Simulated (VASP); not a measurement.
Runs of VASP 6.6.1 on Mo. The structure is that of space group Fd-3m (No. 227), or close to it. The cells are those of the table. 

| task | cell | cutoff (eV) | gap on the mesh (eV) | pressure (GPa) |
| --- | --- | --- | --- | --- |
| relaxation of cell and atoms | relaxed to 10 GPa from a = 3.854 Å, angles 60.0°, 2 atoms | 600 | none | 10.0 |
| single point | a = 3.893 Å, angles 60.0°, 2 atoms | 520 | none | (a) |
| relaxation of cell and atoms | relaxed from a = 3.854 Å, angles 60.0°, 2 atoms | 600 | none | 0.0 |
| relaxation of cell and atoms | relaxed to 20 GPa from a = 3.854 Å, angles 60.0°, 2 atoms | 600 | none | 19.9 |
| single point | a = 3.993 Å, angles 60.0°, 2 atoms | 520 | none | 0.8 |

Alike in all rows: level r2SCAN; potentials or basis VASP PAW PBE potentials, release 64 (Mo_sv); no spin polarisation; k mesh 6 × 6 × 6; smearing fermi-dirac 0.1 eV.

Q: Fill in the values left out.

A: (a) 11.1.

Caveats: the PAW data sets were made with another functional, which shifts forces and pressure a little; the cell is relaxed towards a set pressure, so the enthalpy falls and the energy may rise (some runs).

A k mesh can miss the band edges, and the runs leave out spin-orbit coupling on Mo.

A gap of «none» marks levels without a gap at the run's occupations.
